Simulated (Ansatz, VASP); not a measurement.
**GaN in VASP and in Ansatz**

```
Ga N
1.0
     0.00000    2.09130    2.09130
     2.09130    0.00000    2.09130
     2.09130    2.09130    0.00000
Ga N
1 1
Cartesian
  0.0000 0.0000 0.0000
  2.0913 2.0913 2.0913
```

Alike in both runs: functional LDA; k mesh 8 × 8 × 8; occupations gaussian, width 0.1 eV; no spin polarisation.

Ansatz relaxed the structure, and its values are those at the end. VASP's run is a single point on that final structure, the one shown.

|  | VASP | Ansatz |
| --- | --- | --- |
| version | VASP 6.6.1 | Ansatz 0.2.0 |
| potentials or method | VASP PAW LDA potentials, release 64 (Ga_d, N), cutoff 600 eV | scalar-relativistic, plane waves, PAW |
| valence electrons in the cell | 18 | 18 |

VASP gave:

```
gap on the k mesh at the Fermi level (eV) : 0.63
least direct gap on the mesh (eV)         : 3.24
pressure (GPa)                            : 0.9
```

Task: Which values does Ansatz return?

Result: gap on the k mesh at the Fermi level (eV): 0.61; least direct gap on the mesh (eV): 3.21; pressure (GPa): -0.3.

LDA's correlation is that of Perdew and Zunger in VASP and of Perdew and Wang (1992) in Ansatz.
